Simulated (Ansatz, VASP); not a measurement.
## One calculation of SnTe, two programs

```
Sn Te
1.0
     0.00000    3.18259    3.18259
     3.18259    0.00000    3.18259
     3.18259    3.18259    0.00000
Sn Te
1 1
Direct
  0.00000 0.00000 0.00000
  0.50000 0.50000 0.50000
```

Change from the starting cell: volume scaled by 1.025.

Alike in both runs: task single point; functional LDA; k mesh 11 × 11 × 11; occupations fermi-dirac, width 0.08 eV; no spin polarisation.

```csv
,VASP,Ansatz
version,VASP 6.6.1,Ansatz 0.2.0
potentials or method,"VASP PAW LDA potentials, release 64 (Sn_d, Te), cutoff 520 eV","all-electron LAPW, scalar-relativistic"
```

```tsv
	VASP	Ansatz	Ansatz less VASP
pressure (GPa)	-2.7	-2.7	-0.01
```

LDA's correlation is that of Perdew and Zunger in VASP and of Perdew and Wang (1992) in Ansatz. Ansatz ran all-electron here, and VASP with PAW potentials.

Spin-orbit coupling is off throughout.
